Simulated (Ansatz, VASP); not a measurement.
# Two plane-wave programs on PbS

```
Pb S
1.0
     3.65772    0.00000    0.00000
     0.00000    3.65772    0.00000
     0.00000    0.00000    3.65772
Pb S
1 1
Direct
  0.00000 0.00000 0.00000
  0.50000 0.50000 0.50000
```

Alike in both runs: task single point; functional r2SCAN; dispersion D3(BJ); k mesh 10 × 10 × 10; occupations gaussian, width 0.05 eV; no spin polarisation.

|  | VASP | Ansatz |
| --- | --- | --- |
| version | VASP 6.6.1 | Ansatz 0.2.0 |
| potentials or method | VASP PAW PBE potentials, release 64 (Pb_d, S), cutoff 550 eV | scalar-relativistic, plane waves, PAW |
| valence electrons in the cell | 20 | 20 |

Ansatz gave:

```
gap on the k mesh at the Fermi level (eV) : none
pressure (GPa)                            : -2.2
```

**Question.** Which values does VASP return?

**Answer.** gap on the k mesh at the Fermi level (eV): none; pressure (GPa): -2.1.

VASP's potentials were made for PBE, not for r2SCAN. A gap of «none» marks a metal or a gap that the smearing closes. Ansatz's warnings: dispersion damping borrowed.

Spin-orbit coupling is off throughout.
